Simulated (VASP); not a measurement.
Write the native input for VASP 6.6.1 that does the following.

- Task: single point
- Functional: LDA
- Potentials or basis: VASP PAW LDA potentials, release 64 (Al)
- Cutoff: 520 eV
- k mesh: 12 × 12 × 12
- Occupations: gaussian, width 0.01 eV
- Spin: no spin polarisation
- Dipole correction: no
- Further INCAR settings: ALGO = Normal; EDIFF = 1e-07; NBANDS = 8

The structure of Al lies in POSCAR:

```
Al
1.0
   -1.5945844195      1.5945844195      1.5945844195
    1.5945844195     -1.5945844195      1.5945844195
    1.5945844195      1.5945844195     -1.5945844195
Al
1
Direct
    0.0000000000      0.0000000000      0.0000000000
```

One way to write it, as run:

INCAR

```
PREC = Accurate
ENCUT = 520
EDIFF = 1E-7
ISMEAR = 0
SIGMA = 0.01
LREAL = False
LASPH = True
NELM = 60
ALGO = Normal
ISIF = 2
LWAVE = False
LCHARG = False
GGA = CA
NBANDS = 8
```

KPOINTS

```
Automatic mesh
0
Gamma
  12 12 12
```

Potentials or basis: VASP PAW LDA potentials, release 64 (Al).

Run with:

```console
$ cat potpaw_LDA.64/Al/POTCAR > POTCAR
$ mpirun -np 1 vasp_std > vasp.out
```

Results of the run:

| Property | Result |
| --- | --- |
| Pressure | 0.1 GPa |

Wall time 11 s on 1 thread of AMD EPYC 7R13, on a shared host, peak memory 0.09 GiB.
